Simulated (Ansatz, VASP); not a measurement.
**In: VASP beside Ansatz**

File INCAR:

```
PREC = Accurate ; ENCUT = 600
EDIFF = 1E-6 ; ISMEAR = 0
SIGMA = 0.05 ; LREAL = F
LASPH = T ; NELM = 100
ALGO = Normal ; ISIF = 3
LWAVE = F ; LCHARG = F
GGA = PS ; IBRION = 2
NSW = 80 ; EDIFFG = -0.01
```

KPOINTS

```
regular mesh
0
Gamma
  18 18 18
```

Contents of POSCAR:

```
In
1.0
   -1.6261500000      1.6261500000      2.4730500000
    1.6261500000     -1.6261500000      2.4730500000
    1.6261500000      1.6261500000     -2.4730500000
In
1
Direct
    0.0000000000      0.0000000000      0.0000000000
```

Input for Ansatz:

```yaml
crystal:
  lattice:
    - [-1.62615, 1.62615, 2.47305]
    - [1.62615, -1.62615, 2.47305]
    - [1.62615, 1.62615, -2.47305]
  atoms:
    - { symbol: In, position: [0.0, 0.0, 0.0] }
basis:
  ecutwfc: 600
  ecutrho_ratio: 5
kpoints:
  mp_grid: { grid: [18, 18, 18] }
hamiltonian:
  xc: pbesol
scf:
  occupations: { method: gaussian, width: 0.05 }
output:
  forces: true
  stress: true
  eigenvalues: true
relax:
  f_tol: 0.01
  max_steps: 60
  cell: { stress_tol: 0.15 }
```

Alike in both runs: task relaxation of cell and atoms; functional PBEsol; k mesh 18 × 18 × 18; occupations gaussian, width 0.05 eV; no spin polarisation.

|  | VASP | Ansatz |
| --- | --- | --- |
| version | VASP 6.6.1 | Ansatz 0.2.0 |
| potentials or method | VASP PAW PBE potentials, release 64 (In_d), cutoff 600 eV | scalar-relativistic, plane waves, PAW |
| valence electrons in the cell | 13 | 13 |

VASP gave:

```
relaxed volume (Å³/atom)                                     : 25.50
relaxed cell length with the largest relative difference (Å) : 3.368
```

**Question.** Estimate Ansatz's values.

**Answer.** Relaxed volume (Å³/atom): 25.51; relaxed cell length with the largest relative difference (Å): 3.366.

VASP's potentials were made for PBE, not for PBEsol.
